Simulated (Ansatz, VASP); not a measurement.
# One calculation of In, two programs

Contents of INCAR:

```
SYSTEM = In
PREC = Accurate
ENCUT = 600
EDIFF = 1E-6
ISMEAR = -1
SIGMA = 0.05
LREAL = .False.
LASPH = .True.
NELM = 60
ALGO = Normal
ISIF = 3
LWAVE = .False.
LCHARG = .False.
GGA = PE
IBRION = 2
NSW = 100
EDIFFG = -0.005
```

KPOINTS

```
Automatic mesh
0
Gamma
  15 15 15
  0 0 0
```

POSCAR

```
In
1.0
   -1.7468291235      1.7468291235      1.7468291235
    1.7468291235     -1.7468291235      1.7468291235
    1.7468291235      1.7468291235     -1.7468291235
In
1
Direct
    0.0000000000      0.0000000000      0.0000000000
```

Input for Ansatz:

```yaml
crystal:
  lattice:
    - [-1.7468291235, 1.7468291235, 1.7468291235]
    - [1.7468291235, -1.7468291235, 1.7468291235]
    - [1.7468291235, 1.7468291235, -1.7468291235]
  atoms:
    - { symbol: In, position: [0.0, 0.0, 0.0] }
kpoints:
  mp_grid: { grid: [15, 15, 15] }
scf:
  occupations: { method: fermi_dirac, width: 0.05 }
hamiltonian:
  xc: pbe
  pseudopotentials: { kind: paw }
output:
  forces: true
  stress: true
relax:
  f_tol: 0.005
  max_steps: 80
  cell: {}
```

Alike in both runs: task relaxation of cell and atoms; functional PBE; k mesh 15 × 15 × 15; occupations fermi-dirac, width 0.05 eV; no spin polarisation.

```csv
,VASP,Ansatz
version,VASP 6.6.1,Ansatz 0.2.0
potentials or method,"VASP PAW PBE potentials, release 64 (In_d)","PAW with Ansatz's default frozen-core files, scalar-relativistic"
plane-wave cutoff (eV),600,420
valence electrons in the cell,13,13
```

```tsv
	VASP	Ansatz	Ansatz less VASP
relaxed volume (Å³/atom)	27.73	27.75	+0.014
relaxed cell length with the largest relative difference (Å)	3.303	3.303	+0.0005
```

Noted on VASP's run: the volume moved by over 15 % at a fixed basis, so the end points are rough.
